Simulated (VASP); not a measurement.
A run of VASP 6.6.1 is set up as follows.

The input INCAR:

```
SYSTEM = Bi
  ALGO = Normal
  EDIFF = 1E-6
  ENCUT = 520
  GGA = PE
  ISIF = 2
  ISMEAR = -1
  LASPH = .True.
  LCHARG = .False.
  LREAL = .False.
  LWAVE = .False.
  NBANDS = 14
  NELM = 80
  PREC = Accurate
  SIGMA = 0.08
```

File KPOINTS:

```
k-points
0
Gamma
  15 15 15
  0 0 0
```

The input POSCAR:

```
Bi
1.0
   -1.8425277829      1.8425277829      1.8425277829
    1.8425277829     -1.8425277829      1.8425277829
    1.8425277829      1.8425277829     -1.8425277829
Bi
1
Direct
    0.0000000000      0.0000000000      0.0000000000
```

Potentials or basis: VASP PAW PBE potentials, release 64 (Bi_d).

Run with:

```console
$ cat potpaw_PBE.64/Bi_d/POTCAR > POTCAR
$ mpirun -np 1 vasp_std > vasp.out
```

Predict the pressure.

20.9 GPa.

Estimate the band gap on the k mesh.

zero (an odd number of electrons rules out a gap without spin polarisation).

Caveat: the cell stands under pressure; spin-orbit coupling is left out, which moves the levels of the heavy elements.
